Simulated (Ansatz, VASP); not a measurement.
# One calculation of CsRh2, two programs

```
Cs Rh
1.0
     4.65876    0.00000    0.00000
     0.00000    4.65876    0.00000
     0.00000    0.00000    9.85332
Cs Rh
2 4
Direct
  0.00000 0.50000 0.71461
  0.50000 0.00000 0.28539
  0.00000 0.00000 0.00000
  0.50000 0.50000 0.00000
  0.00000 0.50000 0.08326
  0.50000 0.00000 0.91674
```

Alike in both runs: functional PBE; k mesh 8 × 8 × 4; occupations gaussian, width 0.1 eV; no spin polarisation.

Ansatz relaxed the structure, and its values are those at the end. VASP's run is a single point on that final structure, the one shown.

```csv
,VASP,Ansatz
version,VASP 6.6.1,Ansatz 0.2.0
potentials or method,"VASP PAW PBE potentials, release 64 (Cs_sv, Rh_pv), cutoff 520 eV","scalar-relativistic, plane waves, PAW"
valence electrons in the cell,78,86
```

|  | VASP | Ansatz | Ansatz less VASP |
| --- | --- | --- | --- |
| gap on the k mesh at the Fermi level (eV) | none | none | - |
| pressure (GPa) | 0.1 | 0.0 | -0.05 |
| rms of the force components (eV/Å) | 0.007 | 0.001 | -0.0069 |

A gap of «none» marks a metal or a gap that the smearing closes. VASP's potentials hold 78 valence electrons a cell and Ansatz's 86, so a difference there can come from the potentials and not from the codes.

Neither program's run includes spin-orbit coupling.
